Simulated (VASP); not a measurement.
The system is MgO.

```
Mg O
1.0
     0.00000    2.25908    2.25908
     2.25908    0.00000    2.25908
     2.25908    2.25908    0.00000
Mg O
1 1
Direct
  0.50000 0.50000 0.50000
  0.75000 0.75000 0.75000
```

Base run:

```yaml
Program: VASP 6.6.1
Functional: PBE
Potentials_or_basis: VASP PAW PBE potentials, release 64 (Mg, O)
Cutoff: 520 eV
k_mesh: 10 × 10 × 10
Occupations: fermi-dirac, width 0.05 eV
Spin: no spin polarisation
```

Its results: band gap on the k mesh 3.82 eV, direct; pressure 7.7 GPa.

Q: The run is repeated on the same cell with these changes: functional from PBE to PBEsol; further incar settings from ALGO = Normal; EDIFF = 1e-06; NBANDS = 11 to ALGO = Normal; EDIFF = 1e-07; NBANDS = 11. What comes out?

A: Band gap on the k mesh 3.70 eV, direct; pressure 4.6 GPa.

Caveats: the PAW data sets were made with another functional, which shifts forces and pressure a little (some runs).

